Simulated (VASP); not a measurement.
# Na (P6_3/mmc) in VASP: notebook

Na is run at these levels: PBEsol; tasks: single point.

All numbers are computed with VASP 6.6.1; they aren't measurements. Logs are shortened: lines on timing, memory, paths and dates and some standing lists are left out, and cuts for length are marked.

## 1. The cell of the first run

It takes space group P6_3/mmc (No. 194, hexagonal). Conventional cell: a = 3.819 Å, b = 3.819 Å, c = 5.989 Å, α = 90.00°, β = 90.00°, γ = 120.00°. Within 4.9 Å of Na (site symmetry -6m2) lie 12 Na at 3.72 to 3.82 Å.

## 2. Single point, PBEsol

INCAR reads:

```
SYSTEM = Na
PREC = Accurate ; ENCUT = 520
EDIFF = 1E-7 ; ISMEAR = 0
SIGMA = 0.15 ; LREAL = .False.
LASPH = .True. ; NELM = 60
ALGO = Fast ; ISIF = 2
LWAVE = .False. ; LCHARG = .False.
GGA = PS ; NBANDS = 14
```

KPOINTS reads:

```
Automatic mesh
0
Gamma
  18 18 10
  0 0 0
```

POSCAR reads:

```
Na
1.0
    3.8186101642      0.0000000000      0.0000000000
   -1.9093050821      3.3070134093      0.0000000000
    0.0000000000      0.0000000000      5.9887793729
Na
2
Direct
    0.3333333333      0.6666666667      0.2500000000
    0.6666666667      0.3333333333      0.7500000000
```

Potentials or basis: VASP PAW PBE potentials, release 64 (Na_pv).

Command:

```
> cat potpaw_PBE.64/Na_pv/POTCAR > POTCAR
> mpirun -np 1 vasp_std > vasp.out
```

OUTCAR:

```text
SYSTEM = Na
   PREC = Accurate
   ENCUT = 520
   EDIFF = 1E-7
   ISMEAR = 0
   LREAL = .False.
   LASPH = .True.
   NELM = 60
   ISIF = 2
   GGA = PS

 ion  position               nearest neighbor table
   1  0.333  0.667  0.250-
   2  0.667  0.333  0.750-

  LATTYP: Found a hexagonal cell.
 ALAT       =     3.8186101642
 C/A-ratio  =     1.5683138931

  Lattice vectors:

 A1 = (   3.8186101642,   0.0000000000,   0.0000000000)
 A2 = (  -1.9093050821,   3.3070134093,   0.0000000000)
 A3 = (   0.0000000000,   0.0000000000,   5.9887793729)

Analysis of symmetry for initial positions (statically):
=====================================================================
 Subroutine PRICEL returns:
 Original cell was already a primitive cell.

 Routine SETGRP: Setting up the symmetry group for a
 hexagonal supercell.

 Subroutine GETGRP returns: Found 24 space group operations
 (whereof 12 operations were pure point group operations)
 out of a pool of 24 trial point group operations.

The static configuration has the point symmetry D_3d.
 The point group associated with its full space group is D_6h.

Analysis of symmetry for dynamics (positions and initial velocities):
=====================================================================
 Subroutine PRICEL returns:
 Original cell was already a primitive cell.

 Routine SETGRP: Setting up the symmetry group for a
 hexagonal supercell.

 Subroutine GETGRP returns: Found 24 space group operations
 (whereof 12 operations were pure point group operations)
 out of a pool of 24 trial point group operations.

The dynamic configuration has the point symmetry D_3d.
 The point group associated with its full space group is D_6h.

 Subroutine INISYM returns: Found 24 space group operations
 (whereof 12 operations are pure point group operations),
 and found     1 'primitive' translations

----------------------------------------------------------------------------------------

                                     Primitive cell

  volume of cell :      75.6275

  direct lattice vectors                    reciprocal lattice vectors
     3.818610164  0.000000000  0.000000000     0.261875383  0.151193823  0.000000000
    -1.909305082  3.307013409  0.000000000     0.000000000  0.302387646  0.000000000
     0.000000000  0.000000000  5.988779373     0.000000000  0.000000000  0.166978935

  length of vectors
     3.818610164  3.818610164  5.988779373     0.302387646  0.302387646  0.166978935

  position of ions in fractional coordinates (direct lattice)
     0.333333333  0.666666667  0.250000000
     0.666666667  0.333333333  0.750000000

  ion indices of the primitive-cell ions
   primitive index   ion index
                 1           1
                 2           2

----------------------------------------------------------------------------------------

 KPOINTS: Automatic mesh

Automatic generation of k-mesh.
 Grid dimensions read from file:
 generate k-points for:   18   18   10

 Generating k-lattice:

  Cartesian coordinates                     Fractional coordinates (reciprocal lattice)
     0.014548632  0.008399657  0.000000000     0.055555556  0.000000000  0.000000000
     0.000000000  0.016799314  0.000000000     0.000000000  0.055555556  0.000000000
     0.000000000  0.000000000  0.016697893     0.000000000  0.000000000  0.100000000

  Length of vectors
     0.016799314  0.016799314  0.016697893

  Shift w.r.t. Gamma in fractional coordinates (k-lattice)
     0.000000000  0.000000000  0.000000000

 Subroutine IBZKPT returns following result:
 ===========================================

 Found    222 irreducible k-points:

 Following reciprocal coordinates:
            Coordinates               Weight
  0.000000  0.000000  0.000000      1.000000
  0.055556  0.000000  0.000000      6.000000
  0.111111  0.000000  0.000000      6.000000
  0.166667 -0.000000  0.000000      6.000000
  0.222222  0.000000  0.000000      6.000000
  0.277778 -0.000000  0.000000      6.000000
[... 16 lines left out ...]
  0.333333  0.111111  0.000000     12.000000
  0.388889  0.111111  0.000000     12.000000
 [... further k-points ...]
   k-points           NKPTS =    222   k-points in BZ     NKDIM =    222   number of bands    NBANDS=     14
   number of dos      NEDOS =    301   number of ions     NIONS =      2
   total plane-waves  NPLWV =  37632
   dimension x,y,z NGX =    28 NGY =   28 NGZ =   48
   dimension x,y,z NGXF=    56 NGYF=   56 NGZF=   96
   ions per type =               2
   NGX,Y,Z   is equivalent  to a cutoff of  12.19, 12.19, 13.32 a.u.
   NGXF,Y,Z  is equivalent  to a cutoff of  24.38, 24.38, 26.65 a.u.
 SYSTEM =  Na
   PREC   = accura    normal or accurate (medium, high low for compatibility)
   ISTART =      0    job   : 0-new  1-cont  2-samecut
   ICHARG =      2    charge: 1-file 2-atom 10-const
   ISPIN  =      1    spin polarized calculation?
   LNONCOLLINEAR =      F non collinear calculations
   LSORBIT =      F    spin-orbit coupling
   LASPH  =      T    aspherical Exc in radial PAW
   ENCUT  =  520.0 eV  38.22 Ry    6.18 a.u.   7.10  7.10 11.14*2*pi/ulx,y,z
   NELM   =     60;   NELMIN=  2; NELMDL= -5     # of ELM steps
   EDIFF  = 0.1E-06   stopping-criterion for ELM
   LREAL  =      F    real-space projection
   EDIFFG = 0.1E-05   stopping-criterion for IOM
   NSW    =      0    number of steps for IOM
   IBRION =     -1    ionic relax: 0-MD 1-quasi-New 2-CG
   NFREE  =      0    steps in history (QN), initial steepest desc. (CG)
   ISIF   =      2    stress and relaxation
   ISYM   =      2    0-nonsym 1-usesym 2-fastsym
   POTIM  = 0.5000    time-step for ionic-motion
   TEBEG  =    0.0;   TEEND  =   0.0 temperature during run
   PSTRESS=    0.0 pullay stress
   NELECT =      14.0000    total number of electrons
   NUPDOWN=      -1.0000    fix difference up-down
   EMIN   =  10.00;   EMAX   =-10.00  energy-range for DOS
   EFERMI =   0.00;   METHOD = LEGACY
   ISMEAR =     0;   SIGMA  =   0.15  broadening in eV -4-tet -1-fermi 0-gaus
   EFERMI_NEDOS =   21; number of points for ismear=-14 and -15
   IALGO  =     68    algorithm
   IMIX   =      4    mixing-type and parameters
     AMIX     =   0.40;   BMIX     =  1.00
     AMIX_MAG =   1.60;   BMIX_MAG =  1.00
  volume/ion in A,a.u.               =      37.81       255.18
  Fermi-wavevector in a.u.,A,eV,Ry     =   0.933020  1.763152 11.844231  0.870526
  Thomas-Fermi vector in A             =   2.059678
   LORBIT       =      0    0 simple, 1 ext, 2 COOP (PROOUT), +10 PAW based schemes
   GGA     = PS    functional components
   LHFCALC =     F    Hartree Fock is set to
   AEXX    =    0.0000 exact exchange contribution
   IVDW    =     0    specifies the selected vdW correction
   LEPSILON=     F    determine dielectric tensor
   LRPA    =     F    only Hartree local field effects (RPA)
 non-spin polarized calculation
 RMM-DIIS sequential band-by-band and
 Gauss-broadening in eV      SIGMA  =   0.15
  energy-cutoff  :      520.00
  volume of cell :       75.63
 maximum number of plane-waves:      2073
   NGX = 15   NGY = 15   NGZ = 23

 number of electron      14.0000005 magnetization

 Free energy of the ion-electron system (eV)
  ---------------------------------------------------
  ext. energy  EPLUGINS =         0.00000000
  ---------------------------------------------------
  free energy    TOTEN  =        -2.79998463 eV

  energy without entropy =       -2.78865353  energy(sigma->0) =       -2.79431908

 E-fermi :   0.2550     XC(G=0):  -6.4484

 val. band max:        0.2529022510   @ k =   0.1667   0.0556   0.2000
 cond. band min:       0.2615805052   @ k =   0.2222   0.1111   0.3000
 fundamental gap:      0.0086782542
 Fermi energy:         0.2550287026

 k-point     1 :       0.0000    0.0000    0.0000
  band No.  band energies     occupation
      1     -24.5855      2.00000
      2     -24.5541      2.00000
      3     -24.5541      2.00000
      4     -24.5489      2.00000
      5     -24.5483      2.00000
      6     -24.5483      2.00000
      7      -2.9873      2.00000
      8       0.9783      0.00000
      9       1.4415      0.00000
     10       9.7915      0.00000
     11       9.7915      0.00000
     12      10.0907      0.00000
     13      10.0907      0.00000
     14      10.5244      0.00000

 k-point     2 :       0.0556    0.0000    0.0000
  band No.  band energies     occupation
      1     -24.5851      2.00000
      2     -24.5547      2.00000
      3     -24.5543      2.00000
      4     -24.5491      2.00000
      5     -24.5489      2.00000
      6     -24.5484      2.00000
      7      -2.9434      2.00000
      8       1.0172      0.00000
      9       1.4839      0.00000
     10       8.7975      0.00000
     11       9.3107      0.00000
     12       9.8148      0.00000
     13      10.6309      0.00000
     14      11.2266      0.00000

 k-point     3 :       0.1111    0.0000    0.0000
  band No.  band energies     occupation
      1     -24.5841      2.00000
      2     -24.5566      2.00000
      3     -24.5549      2.00000
      4     -24.5509      2.00000
      5     -24.5496      2.00000
      6     -24.5486      2.00000
      7      -2.8120      2.00000
      8       1.1340      0.00000
      9       1.6102      0.00000
     10       7.5625      0.00000
     11       8.7746      0.00000
     12       9.2088      0.00000
     13      11.0687      0.00000
     14      11.3188      0.00000
[... 324 lines left out ...]
 k-point    23 :       0.3333    0.1111    0.0000
  band No.  band energies     occupation
      1     -24.5727      2.00000
      2     -24.5723      2.00000
      3     -24.5676      2.00000
      4     -24.5611      2.00000
      5     -24.5568      2.00000
      6     -24.5530      2.00000
      7      -0.7531      2.00000
      8       2.1466      0.00000
      9       3.0139      0.00000
     10       3.6936      0.00000
     11       5.1936      0.00000
     12       5.8621      0.00000
     13       6.9719      0.00000
     14       8.7208      0.00000

 k-point    24 :       0.3889    0.1111    0.0000
  band No.  band energies     occupation
      1     -24.5745      2.00000
      2     -24.5703      2.00000
      3     -24.5688      2.00000
      4     -24.5620      2.00000
      5     -24.5583      2.00000
      6     -24.5534      2.00000
      7      -0.1263      1.99968
      8       1.3451      0.00000
      9       3.6050      0.00000
     10       4.1341      0.00000
     11       4.9900      0.00000
     12       5.0291      0.00000
     13       6.3762      0.00000
     14       8.5994      0.00000

 [... further k-points ...]
[... 5 lines left out ...]
  --------------------------------------------------------------------------------------
  -------------------------------------------------------------------------------------
  Total       -0.1844838     -0.1844838      0.0227701     -0.0000000      0.0000000      0.0000000
  in kB       -3.9083122     -3.9083122      0.4823881     -0.0000000      0.0000000      0.0000000
  external PRESSURE =      -2.4447454 kB  Pullay stress =       0.0000000 kB

 VOLUME and BASIS-vectors are now :
 -----------------------------------------------------------------------------
  energy-cutoff  :      520.00
  volume of cell :       75.63
      direct lattice vectors                 reciprocal lattice vectors
     3.818610164  0.000000000  0.000000000     0.261875383  0.151193823  0.000000000
    -1.909305082  3.307013409  0.000000000     0.000000000  0.302387646  0.000000000
     0.000000000  0.000000000  5.988779373     0.000000000  0.000000000  0.166978935

 POSITION                                       TOTAL-FORCE (eV/Angst)
 -----------------------------------------------------------------------------------
     -0.00000      2.20468      1.49719         0.000000      0.000000     -0.000000
      1.90931      1.10234      4.49158        -0.000000     -0.000000      0.000000
 -----------------------------------------------------------------------------------
    total drift:                               -0.000000      0.000000      0.000000

  FREE ENERGIE OF THE ION-ELECTRON SYSTEM (eV)
  ---------------------------------------------------
  free  energy   TOTEN  =        -2.7999846327 eV

  energy  without entropy=       -2.7886535321  energy(sigma->0) =       -2.79431908
```

Wall time 3.3 min (1 thread of Oxide Virtual Turin-like, shared host); peak memory 0.27 GiB.

Results:

```yaml
Free_energy: -2.8000 eV
Pressure: -0.2 GPa
Band_gap_on_the_k_mesh: zero (band 7 reaches 2.22 eV, above the bottom of band 8 at -1.91 eV)
```

Stress tensor (GPa, compression positive):
```
-0.39  0.00  0.00
 0.00 -0.39  0.00
 0.00  0.00  0.05
```

Caveat: the PAW data sets were made with another functional, which shifts forces and pressure a little.

(Continued in part 2 of 2.)
